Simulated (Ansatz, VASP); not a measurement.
## Two plane-wave programs on Ir

```xyz
1
Lattice="-1.3475 1.3475 2.0500 1.3475 -1.3475 2.0500 1.3475 1.3475 -2.0500" Properties=species:S:1:pos:R:3 pbc="T T T"
Ir    0.0000    0.0000    0.0000
```

Alike in both runs: task single point; functional PBEsol; k mesh 10 × 10 × 10; occupations gaussian, width 0.1 eV; no spin polarisation.

|  | VASP | Ansatz |
| --- | --- | --- |
| version | VASP 6.6.1 | Ansatz 0.2.0 |
| potentials or method | VASP PAW PBE potentials, release 64 (Ir), cutoff 500 eV | scalar-relativistic, plane waves, PAW |
| valence electrons in the cell | 9 | 17 |

Ansatz gave:

| Quantity | Value |
| --- | --- |
| gap on the k mesh at the Fermi level (eV) | none |
| pressure (GPa) | -18.2 |
| traceless stress, the component that is largest in VASP (GPa) | -15.49 |

**Question.** Estimate VASP's values.

**Answer.** gap on the k mesh at the Fermi level (eV): none; pressure (GPa): -17.6; traceless stress, the component that is largest in VASP (GPa): -15.42.

VASP's potentials were made for PBE, not for PBEsol. A gap of «none» marks a metal or a gap that the smearing closes. The functional is the same, so the differences come from potentials, cutoffs and numerics. VASP's potentials hold 9 valence electrons a cell and Ansatz's 17, so a difference there can come from the potentials and not from the codes.

Spin-orbit coupling is off throughout.
